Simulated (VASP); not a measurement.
Ag, 3 atoms in the cell. Symmetry: Fm-3m, No. 225, cubic system. Conventional cell: a = 4.000 Å, b = 4.000 Å, c = 4.000 Å, α = 90.00°, β = 90.00°, γ = 90.00°. Within 3.7 Å of Ag (site symmetry m-3m) lie 12 Ag at 2.83 Å. 

| Quantity | Value |
| --- | --- |
| Program | VASP 6.6.1 |
| Task | single point |
| Functional | LDA |
| Potentials or basis | VASP PAW LDA potentials, release 64 (Ag) |
| Cutoff | 520 eV |
| k mesh | 13 × 13 × 5 |
| Occupations | fermi-dirac, width 0.05 eV |
| Spin | no spin polarisation |
| Dipole correction | no |
| Further INCAR settings | ALGO = Normal; EDIFF = 1e-07; NBANDS = 24 |

Potentials or basis: VASP PAW LDA potentials, release 64 (Ag).

The run is started by

```console
$ cat potpaw_LDA.64/Ag/POTCAR > POTCAR
$ mpirun -np 1 vasp_std > vasp.out
```

Hardware: 1 thread of Intel Xeon 8259CL, with other jobs on the host.

Task: Estimate the wall time of this run.

Result: Run time: 87 s on 1 thread of Intel Xeon 8259CL, on a shared host, peak memory 0.21 GiB. Counts: scf iterations 11, k points 91.
